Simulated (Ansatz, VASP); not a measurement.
**W: VASP beside Ansatz**

The input INCAR:

```
SYSTEM = W
PREC = Accurate ; ENCUT = 520
EDIFF = 1E-6 ; ISMEAR = -1
SIGMA = 0.05 ; LREAL = .False.
LASPH = .True. ; NELM = 100
ALGO = Normal ; ISIF = 2
LWAVE = .False. ; LCHARG = .True.
LELF = .True. ; LVHAR = .True.
NBANDS = 13
```

KPOINTS

```
Automatic mesh
0
Gamma
  8 8 8
  0 0 0
```

POSCAR

```
W
1.0
    0.0497100000      2.0254600000      2.0545000000
    2.0930100000      0.0134100000      2.0908000000
    2.1083700000      2.0771200000     -0.0019500000
W
1
Direct
    0.0000000000      0.0000000000      0.0000000000
```

Input for Ansatz:

```yaml
crystal:
  lattice:
    - [0.04971, 2.02546, 2.0545]
    - [2.09301, 0.01341, 2.0908]
    - [2.10837, 2.07712, -0.00195]
  atoms:
    - { symbol: W, position: [0.0, 0.0, 0.0] }
basis:
  ecutwfc: 540.0
  xc_grid: 2
kpoints:
  mp_grid:
    grid: [8, 8, 8]
hamiltonian:
  xc: lda
scf:
  convergence:
    dr2_threshold: 1.0e-09
  occupations:
    method: fermi_dirac
    width: 0.05
output:
  forces: true
  stress: true
```

Alike in both runs: task single point; functional LDA; k mesh 8 × 8 × 8; occupations fermi-dirac, width 0.05 eV; no spin polarisation.

```csv
,VASP,Ansatz
version,VASP 6.6.1,Ansatz 0.2.0
potentials or method,"VASP PAW LDA potentials, release 64 (W_sv), cutoff 520 eV","plane waves, PAW"
valence electrons in the cell,14,14
```

|  | VASP | Ansatz | Ansatz less VASP |
| --- | --- | --- | --- |
| pressure (GPa) | -27.2 | -28.4 | -1.14 |
| traceless stress, the component that is largest in VASP (GPa) | 4.60 | 4.59 | -0.012 |

LDA's correlation is that of Perdew and Zunger in VASP and of Perdew and Wang (1992) in Ansatz. Ansatz's warnings: stress scf threshold loose.

Spin-orbit coupling is off throughout.
